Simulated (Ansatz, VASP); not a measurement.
**Two plane-wave programs on ZrTi**

```
Zr Ti
1.0
     2.82010    0.00000    0.00000
     0.00000    2.82010    0.00000
     0.00000    0.00000    4.57880
Zr Ti
1 1
Direct
  0.50000 0.50000 0.50000
  0.00000 0.00000 0.00000
```

Alike in both runs: task single point; functional LDA; k mesh 14 × 14 × 12; occupations gaussian, width 0.15 eV; no spin polarisation.

```csv
,VASP,Ansatz
version,VASP 6.6.1,Ansatz 0.2.0
potentials or method,"VASP PAW LDA potentials, release 64 (Zr_sv, Ti_sv), cutoff 520 eV","scalar-relativistic, plane waves, PAW"
valence electrons in the cell,24,24
```

VASP gave:

* gap on the k mesh at the Fermi level (eV): none
* pressure (GPa): 3.5
* traceless stress, the component that is largest in VASP (GPa): -3.28

Estimate Ansatz's values.

gap on the k mesh at the Fermi level (eV): none; pressure (GPa): 3.6; traceless stress, the component that is largest in VASP (GPa): -3.27.

LDA's correlation is that of Perdew and Zunger in VASP and of Perdew and Wang (1992) in Ansatz. A gap of «none» marks a metal or a gap that the smearing closes.
